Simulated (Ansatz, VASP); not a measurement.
## One calculation of H3C18N, two programs

```
CELL_PARAMETERS angstrom
7.39800 0.00000 0.00000
-3.69900 6.40686 0.00000
0.00000 0.00000 11.00000
ATOMIC_POSITIONS crystal
C 0.00925 0.01178 0.12473
C 0.23547 0.12688 0.08502
C 0.00492 0.34115 0.08493
C 0.23258 0.45723 0.11666
C 0.00700 0.67710 0.08115
C 0.23484 0.79229 0.08092
C 0.34374 0.01252 0.07410
C 0.56538 0.12335 0.06976
C 0.34366 0.34131 0.08370
C 0.56595 0.45649 0.07352
C 0.34651 0.68546 0.08637
C 0.56485 0.79213 0.08114
C 0.67600 0.01242 0.07476
C 0.89810 0.12690 0.08592
C 0.67643 0.34532 0.06947
C 0.89777 0.45637 0.07397
C 0.67721 0.67694 0.08109
C 0.89569 0.78423 0.08786
N 0.99599 0.00266 0.26209
H 0.23511 0.45928 0.21825
H 0.08308 0.93963 0.29303
H 0.06452 0.15120 0.29610
```

Alike in both runs: functional PBE; dispersion D3(BJ); k mesh 2 × 2 × 1; occupations gaussian, width 0.05 eV; no spin polarisation.

Ansatz relaxed the structure, and its values are those at the end. VASP's run is a single point on that final structure, the one shown.

|  | VASP | Ansatz |
| --- | --- | --- |
| version | VASP 6.6.1 | Ansatz 0.2.0 |
| potentials or method | VASP PAW PBE potentials, release 64 (C, N, H), cutoff 520 eV | scalar-relativistic, plane waves, PAW |
| valence electrons in the cell | 80 | 80 |

```csv
,VASP,Ansatz,Ansatz less VASP
rms of the force components (eV/Å),0.011,0.006,-0.0058
```

The k mesh is coarse, so the values compare programs but aren't converged.
